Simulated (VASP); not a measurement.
# Be3Pd2S (P6/mmm) in VASP: relaxation of cell and atoms with PBE

Aim: the relaxation of cell and atoms of Be3Pd2S with PBE.

Everything below comes from runs of VASP 6.6.1. Logs are shortened: lines on timing, memory, paths and dates and some standing lists are left out, and cuts for length are marked.

**1. The cell of the first run**

Symmetry: P6/mmm, No. 191, hexagonal system. Conventional cell: a = 5.321 Å, b = 5.321 Å, c = 2.880 Å, α = 90.00°, β = 90.00°, γ = 120.00°. Within 2.8 Å of Be (site symmetry mmm) lie 4 Pd at 2.11 Å and 4 Be at 2.66 Å. Within 2.8 Å of Pd (site symmetry -6m2) lie 6 Be at 2.11 Å. S (site symmetry 6/mmm) has 2 S at 2.88 Å and 12 Be at 3.03 Å and 6 Pd at 3.07 Å within 3.8 Å.

**2. Relaxation of cell and atoms, PBE**

Input file INCAR:

```
SYSTEM = Be3Pd2S
PREC = Accurate
ENCUT = 600
EDIFF = 1E-6
ISMEAR = 0
SIGMA = 0.1
LREAL = .FALSE.
LASPH = .TRUE.
NELM = 60
ALGO = Normal
ISIF = 3
LWAVE = .FALSE.
LCHARG = .FALSE.
GGA = PE
IBRION = 2
NSW = 90
EDIFFG = -0.04
```

Input file KPOINTS:

```
regular mesh
0
G
  6 6 6
  0 0 0
```

Input file POSCAR:

```
Be3Pd2S
1.0
    5.3209128100      0.0000000000      0.0000000000
   -2.6604564000      4.6080456600      0.0000000000
    0.0000000000      0.0000000000      2.8798459400
Be Pd S
3 2 1
Direct
    0.5000000000      0.0000000000      0.5000000000
    0.5000000000      0.5000000000      0.5000000000
    0.0000000000      0.5000000000      0.5000000000
    0.3333333300      0.6666666700      0.0000000000
    0.6666666700      0.3333333300      0.0000000000
    0.0000000000      0.0000000000      0.0000000000
```

Potentials or basis: VASP PAW PBE potentials, release 64 (Be, Pd, S).

Command:

```bash
cat potpaw_PBE.64/Be/POTCAR potpaw_PBE.64/Pd/POTCAR potpaw_PBE.64/S/POTCAR > POTCAR
mpirun -np 1 vasp_std > vasp.out
```

OUTCAR:

```text
SYSTEM = Be3Pd2S
   PREC = Accurate
   ENCUT = 600
   EDIFF = 1E-6
   ISMEAR = 0
   LREAL = .FALSE.
   LASPH = .TRUE.
   NELM = 60
   ISIF = 3
   GGA = PE
   IBRION = 2
   NSW = 90
   EDIFFG = -0.04

 ion  position               nearest neighbor table
   1  0.500  0.000  0.500-   4 2.11   5 2.11   4 2.11   5 2.11
   2  0.500  0.500  0.500-   4 2.11   5 2.11   4 2.11   5 2.11
   3  0.000  0.500  0.500-   4 2.11   5 2.11   4 2.11   5 2.11
   4  0.333  0.667  0.000-   1 2.11   1 2.11   3 2.11   3 2.11   2 2.11   2 2.11   5 3.07   6 3.07
                             5 3.07   6 3.07   6 3.07   5 3.07
   5  0.667  0.333  0.000-   1 2.11   1 2.11   3 2.11   3 2.11   2 2.11   2 2.11   4 3.07   6 3.07
                             4 3.07   6 3.07   6 3.07   4 3.07
   6  0.000  0.000  0.000-   4 3.07   5 3.07   4 3.07   5 3.07   5 3.07   4 3.07

  LATTYP: Found a hexagonal cell.
 ALAT       =     5.3209128100
 C/A-ratio  =     0.5412315599

  Lattice vectors:

 A1 = (   5.3209128100,   0.0000000000,   0.0000000000)
 A2 = (  -2.6604564000,   4.6080456600,   0.0000000000)
 A3 = (   0.0000000000,   0.0000000000,   2.8798459400)

Analysis of symmetry for initial positions (statically):
=====================================================================
 Subroutine PRICEL returns:
 Original cell was already a primitive cell.

 Routine SETGRP: Setting up the symmetry group for a
 hexagonal supercell.

 Subroutine GETGRP returns: Found 24 space group operations
 (whereof 24 operations were pure point group operations)
 out of a pool of 24 trial point group operations.

The static configuration has the point symmetry D_6h.

Analysis of symmetry for dynamics (positions and initial velocities):
=====================================================================
 Subroutine PRICEL returns:
 Original cell was already a primitive cell.

 Routine SETGRP: Setting up the symmetry group for a
 hexagonal supercell.

 Subroutine GETGRP returns: Found 24 space group operations
 (whereof 24 operations were pure point group operations)
 out of a pool of 24 trial point group operations.

The dynamic configuration has the point symmetry D_6h.

 Subroutine INISYM returns: Found 24 space group operations
 (whereof 24 operations are pure point group operations),
 and found     1 'primitive' translations

----------------------------------------------------------------------------------------

                                     Primitive cell

  volume of cell :      70.6110

  direct lattice vectors                    reciprocal lattice vectors
     5.320912810  0.000000000  0.000000000     0.187937678  0.108505869  0.000000000
    -2.660456400  4.608045660  0.000000000     0.000000000  0.217011739  0.000000000
     0.000000000  0.000000000  2.879845940     0.000000000  0.000000000  0.347240797

  length of vectors
     5.320912810  5.320912803  2.879845940     0.217011738  0.217011739  0.347240797

  position of ions in fractional coordinates (direct lattice)
     0.500000000  0.000000000  0.500000000
     0.500000000  0.500000000  0.500000000
     0.000000000  0.500000000  0.500000000
     0.333333330  0.666666670  0.000000000
     0.666666670  0.333333330  0.000000000
     0.000000000  0.000000000  0.000000000

  ion indices of the primitive-cell ions
   primitive index   ion index
                 1           1
                 2           2
                 3           3
                 4           4
                 5           5
                 6           6

----------------------------------------------------------------------------------------

 KPOINTS: regular mesh

Automatic generation of k-mesh.
 Grid dimensions read from file:
 generate k-points for:    6    6    6

 Generating k-lattice:

  Cartesian coordinates                     Fractional coordinates (reciprocal lattice)
     0.031322946  0.018084312  0.000000000     0.166666667 -0.000000000  0.000000000
     0.000000000  0.036168623  0.000000000     0.000000000  0.166666667  0.000000000
     0.000000000  0.000000000  0.057873466     0.000000000  0.000000000  0.166666667

  Length of vectors
     0.036168623  0.036168623  0.057873466

  Shift w.r.t. Gamma in fractional coordinates (k-lattice)
     0.000000000  0.000000000  0.000000000

 Subroutine IBZKPT returns following result:
 ===========================================

 Found     28 irreducible k-points:

 Following reciprocal coordinates:
            Coordinates               Weight
  0.000000  0.000000  0.000000      1.000000
  0.166667  0.000000  0.000000      6.000000
  0.333333 -0.000000  0.000000      6.000000
  0.500000  0.000000  0.000000      3.000000
  0.166667  0.166667  0.000000      6.000000
  0.333333  0.166667  0.000000     12.000000
[... 16 lines left out ...]
  0.166667  0.000000  0.500000      6.000000
  0.333333 -0.000000  0.500000      6.000000
 [... further k-points ...]
   k-points           NKPTS =     28   k-points in BZ     NKDIM =     28   number of bands    NBANDS=     20
   number of dos      NEDOS =    301   number of ions     NIONS =      6
   total plane-waves  NPLWV =  55296
   dimension x,y,z NGX =    48 NGY =   48 NGZ =   24
   dimension x,y,z NGXF=    96 NGYF=   96 NGZF=   48
   ions per type =               3   2   1
   NGX,Y,Z   is equivalent  to a cutoff of  15.00, 15.00, 13.85 a.u.
   NGXF,Y,Z  is equivalent  to a cutoff of  29.99, 29.99, 27.71 a.u.
 SYSTEM =  Be3Pd2S
   PREC   = accura    normal or accurate (medium, high low for compatibility)
   ISTART =      0    job   : 0-new  1-cont  2-samecut
   ICHARG =      2    charge: 1-file 2-atom 10-const
   ISPIN  =      1    spin polarized calculation?
   LNONCOLLINEAR =      F non collinear calculations
   LSORBIT =      F    spin-orbit coupling
   LASPH  =      T    aspherical Exc in radial PAW
   ENCUT  =  600.0 eV  44.10 Ry    6.64 a.u.  10.63 10.63  5.75*2*pi/ulx,y,z
   NELM   =     60;   NELMIN=  2; NELMDL= -5     # of ELM steps
   EDIFF  = 0.1E-05   stopping-criterion for ELM
   LREAL  =      F    real-space projection
   EDIFFG = -.4E-01   stopping-criterion for IOM
   NSW    =     90    number of steps for IOM
   IBRION =      2    ionic relax: 0-MD 1-quasi-New 2-CG
   NFREE  =      1    steps in history (QN), initial steepest desc. (CG)
   ISIF   =      3    stress and relaxation
   ISYM   =      2    0-nonsym 1-usesym 2-fastsym
   POTIM  = 0.5000    time-step for ionic-motion
   TEBEG  =    0.0;   TEEND  =   0.0 temperature during run
   PSTRESS=    0.0 pullay stress
   NELECT =      32.0000    total number of electrons
   NUPDOWN=      -1.0000    fix difference up-down
   EMIN   =  10.00;   EMAX   =-10.00  energy-range for DOS
   EFERMI =   0.00;   METHOD = LEGACY
   ISMEAR =     0;   SIGMA  =   0.10  broadening in eV -4-tet -1-fermi 0-gaus
   EFERMI_NEDOS =   21; number of points for ismear=-14 and -15
   IALGO  =     38    algorithm
   IMIX   =      4    mixing-type and parameters
     AMIX     =   0.40;   BMIX     =  1.00
     AMIX_MAG =   1.60;   BMIX_MAG =  1.00
  volume/ion in A,a.u.               =      11.77        79.42
  Fermi-wavevector in a.u.,A,eV,Ry     =   1.257479  2.376291 21.514262  1.581254
  Thomas-Fermi vector in A             =   2.391136
   LORBIT       =      0    0 simple, 1 ext, 2 COOP (PROOUT), +10 PAW based schemes
   GGA     = PE    functional components
   LHFCALC =     F    Hartree Fock is set to
   AEXX    =    0.0000 exact exchange contribution
   IVDW    =     0    specifies the selected vdW correction
   LEPSILON=     F    determine dielectric tensor
   LRPA    =     F    only Hartree local field effects (RPA)
 conjugate gradient relaxation of ions
 non-spin polarized calculation
 Gauss-broadening in eV      SIGMA  =   0.10
  energy-cutoff  :      600.00
  volume of cell :       70.61
 maximum number of plane-waves:      2400
 NGX is ok and might be reduce to    48
   NGX = 21   NGY = 21   NGZ = 11

--------------------------------------- Ionic step        1  -------------------------------------------

 number of electron      31.9999999 magnetization

 Free energy of the ion-electron system (eV)
  ---------------------------------------------------
  ext. energy  EPLUGINS =         0.00000000
  ---------------------------------------------------
  free energy    TOTEN  =       -23.84527357 eV

  energy without entropy =      -23.84227595  energy(sigma->0) =      -23.84377476

------------------------ aborting loop because EDIFF is reached ----------------------------------------

  FORCE on cell =-STRESS in cart. coord.  units (eV):
  Direction    XX          YY          ZZ          XY          YZ          ZX
  --------------------------------------------------------------------------------------
  -------------------------------------------------------------------------------------
  Total       11.1579017     11.1579016     18.4065552      0.0000000      0.0000000      0.0000000
  in kB      253.1750707    253.1750701    417.6485012      0.0000003      0.0000000      0.0000000
  external PRESSURE =     307.9995473 kB  Pullay stress =       0.0000000 kB
[... 101 lines left out ...]
  FREE ENERGIE OF THE ION-ELECTRON SYSTEM (eV)
  ---------------------------------------------------
  free  energy   TOTEN  =       -25.1047550735 eV

  energy  without entropy=      -25.0971994353  energy(sigma->0) =      -25.10097725

[... ionic steps 4 to 15 ...]

--------------------------------------- Ionic step       16  -------------------------------------------

 number of electron      32.0000007 magnetization

------------------------ aborting loop because EDIFF is reached ----------------------------------------

  FORCE on cell =-STRESS in cart. coord.  units (eV):
  Direction    XX          YY          ZZ          XY          YZ          ZX
  --------------------------------------------------------------------------------------
  -------------------------------------------------------------------------------------
  Total        0.6093914      0.6093914      0.3505331      0.0000000      0.0000000      0.0000000
  in kB       12.5955158     12.5955158      7.2451723      0.0000000      0.0000000      0.0000000
  external PRESSURE =      10.8120680 kB  Pullay stress =       0.0000000 kB
[... 65 lines left out ...]
  energy  without entropy=      -26.0104710860  energy(sigma->0) =      -26.01748023

--------------------------------------- Ionic step       18  -------------------------------------------

 number of electron      32.0000006 magnetization

 Free energy of the ion-electron system (eV)
  ---------------------------------------------------
  ext. energy  EPLUGINS =         0.00000000
  ---------------------------------------------------
  free energy    TOTEN  =       -26.02629626 eV

  energy without entropy =      -26.01154093  energy(sigma->0) =      -26.01891860

 E-fermi :   7.6092     XC(G=0): -11.1353

 val. band max:        7.5915911211   @ k =   0.1667   0.0000   0.1667
 cond. band min:       7.6150360293   @ k =   0.5000   0.0000   0.1667
 fundamental gap:      0.0234449082
 Fermi energy:         7.6092415173

 k-point     1 :       0.0000    0.0000    0.0000
  band No.  band energies     occupation
      1      -6.0263      2.00000
      2       0.2573      2.00000
      3       1.4671      2.00000
      4       1.6772      2.00000
      5       1.6772      2.00000
      6       2.8475      2.00000
[... 12 lines left out ...]
     19      10.2135      0.00000
[... 513 lines left out ...]
      4       2.0447      2.00000
      5       2.1231      2.00000
      6       2.5804      2.00000
[... 12 lines left out ...]
     19       9.4899      0.00000
     20      11.2819      0.00000

 [... further k-points ...]
[... 5 lines left out ...]
  --------------------------------------------------------------------------------------
  -------------------------------------------------------------------------------------
  Total       -0.0105873     -0.0105873     -0.1370578     -0.0000000     -0.0000000     -0.0000000
  in kB       -0.2165568     -0.2165568     -2.8034340     -0.0000000     -0.0000000     -0.0000000
  external PRESSURE =      -1.0788492 kB  Pullay stress =       0.0000000 kB
[... 21 lines left out ...]
  FREE ENERGIE OF THE ION-ELECTRON SYSTEM (eV)
  ---------------------------------------------------
  free  energy   TOTEN  =       -26.0262962623 eV

  energy  without entropy=      -26.0115409339  energy(sigma->0) =      -26.01891860

 reached required accuracy - stopping structural energy minimisation
```

It took 8.3 min on 1 thread of Intel Xeon 6975P-C (Granite Rapids), shared host; peak memory 0.26 GiB.

Results:

```yaml
Free_energy: -26.0263 eV
Relaxed_volume: 13.05 Å³/atom
Relaxed_cell: a = 4.933 Å, b = 4.933 Å, c = 3.717 Å, α = 90.00°, β = 90.00°, γ = 120.00°
Space_group_after_relaxing_to_0.05_Å: P6/mmm (No. 191)
Energy_gained_by_relaxing: 363.5 meV/atom
Ionic_steps: 18
Pressure_after_relaxing: -0.1 GPa
Band_gap_on_the_k_mesh: zero (band 16 reaches 8.49 eV, above the bottom of band 17 at 6.34 eV)
```

Step by step:
```csv
step,energy change (eV),largest force (eV/Å),pressure (GPa),volume (Å³)
1,0.0000,0.0000,30.80,70.61
2,-0.8579,0.0000,-10.26,96.26
3,-1.2595,0.0000,-0.23,85.26
4,-1.2591,0.0000,-0.62,85.57
5,-1.2661,0.0000,-0.58,85.35
6,-1.2834,0.0000,-0.44,84.66
7,-1.3822,0.0000,-0.43,83.18
8,-1.9433,0.0000,0.16,79.81
9,-1.8779,0.0000,11.11,71.71
10,-2.1536,0.0000,3.95,75.98
11,-2.1588,0.0000,3.52,76.29
12,-2.1626,0.0000,3.22,76.38
13,-2.1652,0.0000,2.75,76.52
14,-2.1654,0.0000,2.54,76.58
15,-2.1693,0.0000,2.16,76.81
16,-2.1775,0.0000,1.08,77.52
17,-2.1792,0.0000,-0.90,78.92
18,-2.1810,0.0000,-0.11,78.33
```

Final structure:
```xyz
6
Lattice="4.9332 0.0000 0.0000 -2.4666 4.2722 0.0000 0.0000 0.0000 3.7166" Properties=species:S:1:pos:R:3 pbc="T T T"
Be    2.4666    0.0000    1.8583
Be    1.2333    2.1361    1.8583
Be   -1.2333    2.1361    1.8583
Pd    0.0000    2.8482    0.0000
Pd    2.4666    1.4241    0.0000
S     0.0000    0.0000    0.0000
```

Caveat: the k points lie up to 0.28 Å⁻¹ apart in the final cell.
